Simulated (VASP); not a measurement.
F, 1 atom in the cell. The structure is cubic, space group Fm-3m (No. 225). The conventional cell has a = 3.308 Å, b = 3.308 Å, c = 3.308 Å, α = 90.00°, β = 90.00°, γ = 90.00°. Within 3.1 Å of F (site symmetry m-3m) lie 12 F at 2.34 Å.  This cell differs from its parent crystal: volume scaled by 0.88.

* Program: VASP 6.6.1
* Task: single point
* Functional: PBE
* Potentials or basis: VASP PAW PBE potentials, release 64 (F)
* Cutoff: 520 eV
* k mesh: 17 × 17 × 17
* Occupations: fermi-dirac, width 0.1 eV
* Spin: no spin polarisation
* Dipole correction: no
* Further INCAR settings: ALGO = Normal; EDIFF = 1e-06; NBANDS = 10

Potentials or basis: VASP PAW PBE potentials, release 64 (F).

Run with:

```bash
$ cat potpaw_PBE.64/F/POTCAR > POTCAR
$ mpirun -np 1 vasp_std > vasp.out
```

Hardware: 1 thread of Intel Xeon 6975P-C (shared host).

**Question.** Estimate the wall time of this run.

**Answer.** Wall time 7.7 s on 1 thread of Intel Xeon 6975P-C, on a shared host, peak memory 0.12 GiB. Counts: scf iterations 10, k points 165.
